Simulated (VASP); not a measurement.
A run of VASP 6.6.1:

File INCAR:

```
SYSTEM = W3C
PREC = Accurate
ENCUT = 520
EDIFF = 1E-6
ISMEAR = 0
SIGMA = 0.1
LREAL = .False.
LASPH = .True.
NELM = 60
ALGO = Normal
ISIF = 2
LWAVE = .False.
LCHARG = .True.
LDIPOL = .True.
IDIPOL = 3
DIPOL = 0.5 0.5 0.359
GGA = PE
LELF = .True.
LVHAR = .True.
LVACPOTAV = .True.
NBANDS = 31
```

Contents of KPOINTS:

```
regular mesh
0
Gamma
  9 9 1
  0 0 0
```

Contents of POSCAR:

```
W3C
1.0
    2.8545944806      0.0000000000      0.0000000000
   -1.4272972403      2.4721513377      0.0000000000
    0.0000000000      0.0000000000     21.6971108210
W C
3 1
Direct
    0.6666666667      0.3333333333      0.1843563428
    0.3333333333      0.6666666667      0.2926027619
    0.0000000000      0.0000000000      0.4008418859
    0.6666666667     -0.6666666667      0.5589274499
```

Potentials or basis: VASP PAW PBE potentials, release 64 (W_sv, C).

The run is started by

```bash
$ cat potpaw_PBE.64/W_sv/POTCAR potpaw_PBE.64/C/POTCAR > POTCAR
$ mpirun -np 1 vasp_std > vasp.out
```

Hardware: 1 thread of Intel(R) Xeon(R) 6975P-C (Granite Rapids), on a shared host.

Q: How long does it take, and how much memory?

A: Run time: 92 s on 1 thread of Intel(R) Xeon(R) 6975P-C (Granite Rapids), on a shared host, peak memory 0.3 GiB. Counts: scf iterations 32, k points 12.
